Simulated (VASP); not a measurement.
A run of VASP 6.6.1:

INCAR

```
PREC     = Accurate       # precision mode
ENCUT    = 520            # plane-wave cutoff, eV
EDIFF    = 1E-7           # SCF threshold, eV
ISMEAR   = -1             # smearing method
SIGMA    = 0.02           # smearing width, eV
LREAL    = F              # projectors in reciprocal space
LASPH    = T              # aspherical terms in the spheres
NELM     = 150            # most SCF steps
ALGO     = Normal         # electronic algorithm
ISIF     = 2              # what is computed and relaxed
LWAVE    = F              # write WAVECAR
LCHARG   = F              # write CHGCAR
MAGMOM   = 0 0 0 0 0 0 0 0 0 0 0 0 0 0 0 0 0 0 0 0 0 0 0 0 # initial moments
LORBIT   = 11             # projections on sites
LSORBIT  = T              # spin-orbit coupling
GGA_COMPAT= F            
LORBMOM  = T            
GGA      = PE             # functional
NBANDS   = 90             # bands
KPAR     = 4
```

Contents of KPOINTS:

```
Automatic mesh
0
Gamma
  6 6 6
```

POSCAR

```
InGa3P4
1.0
    5.5664661521      0.0000000000      0.0000000000
    0.0000000000      5.5664661521      0.0000000000
    0.0000000000      0.0000000000      5.5664661521
Ga P In
3 4 1
Direct
    0.5000000000      0.0000000000      0.0000000000
    0.0000000000      0.5000000000      0.0000000000
    0.0000000000      0.0000000000      0.5000000000
    0.7602244760      0.2397755240      0.2397755240
    0.2397755240      0.7602244760      0.2397755240
    0.2397755240      0.2397755240      0.7602244760
    0.7602244760      0.7602244760      0.7602244760
    0.5000000000      0.5000000000      0.5000000000
```

Potentials or basis: VASP PAW PBE potentials, release 64 (Ga_d, P, In_d).

Launch:

```bash
$ cat potpaw_PBE.64/Ga_d/POTCAR potpaw_PBE.64/P/POTCAR potpaw_PBE.64/In_d/POTCAR > POTCAR
$ mpirun -np 4 vasp_ncl > vasp.out
```

Hardware: 4 MPI ranks on Intel(R) Xeon(R) Platinum 8375C CPU @ 2.90GHz (Ice Lake), with other jobs on the host.

**Question.** Estimate the wall time of this run.

**Answer.** Run time: 3.7 min on 4 MPI ranks on Intel(R) Xeon(R) Platinum 8375C CPU @ 2.90GHz (Ice Lake), on a shared host, peak memory 0.86 GiB a rank. Counts: scf iterations 16, k points 24.
